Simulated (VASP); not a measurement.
Set up this calculation in VASP 6.6.1, as the native input.

| Property | Result |
| --- | --- |
| Task | single point |
| Functional | PBEsol |
| Potentials or basis | VASP PAW PBE potentials, release 64 (Ti_sv, Al) |
| Cutoff | 520 eV |
| k mesh | 18 × 18 × 10 |
| Occupations | gaussian, width 0.15 eV |
| Spin | no spin polarisation |
| Dipole correction | no |
| Further INCAR settings | ALGO = Fast; EDIFF = 1e-07; NBANDS = 14 |

The structure of TiAl lies in POSCAR:

```
TiAl
1.0
    2.7052000000      0.0000000000      0.0000000000
   -1.3526000000      2.3427719223      0.0000000000
    0.0000000000      0.0000000000      4.8040000000
Ti Al
1 1
Direct
    0.0000000000      0.0000000000      0.0000000000
    0.3333333333      0.6666666667      0.5000000000
```

These files were run (other wordings do the same):

INCAR

```
PREC     = Accurate       # precision mode
ENCUT    = 520            # plane-wave cutoff, eV
EDIFF    = 1E-7           # SCF threshold, eV
ISMEAR   = 0              # smearing method
SIGMA    = 0.15           # smearing width, eV
LREAL    = F              # projectors in reciprocal space
LASPH    = T              # aspherical terms in the spheres
NELM     = 60             # most SCF steps
ALGO     = Fast           # electronic algorithm
ISIF     = 2              # what is computed and relaxed
LWAVE    = F              # write WAVECAR
LCHARG   = T              # write CHGCAR
GGA      = PS             # functional
LELF     = T              # ELF
LVHAR    = T            
NBANDS   = 14             # bands
```

KPOINTS

```
Automatic mesh
0
Gamma
  18 18 10
```

Potentials or basis: VASP PAW PBE potentials, release 64 (Ti_sv, Al).

Command:

```sh
$ cat potpaw_PBE.64/Ti_sv/POTCAR potpaw_PBE.64/Al/POTCAR > POTCAR
$ mpirun -np 1 vasp_std > vasp.out
```

Results of the run:

```yaml
Pressure: 7.5 GPa
Band_gap_on_the_k_mesh: zero (an odd number of electrons rules out a gap without spin polarisation)
```

Caveat: the stress differs along the axes, from -4 to 13 GPa; the PAW data sets were made with another functional, which shifts forces and pressure a little.

Wall time 5.1 min on 1 thread of Intel Xeon 8259CL, on a shared host, peak memory 0.22 GiB.
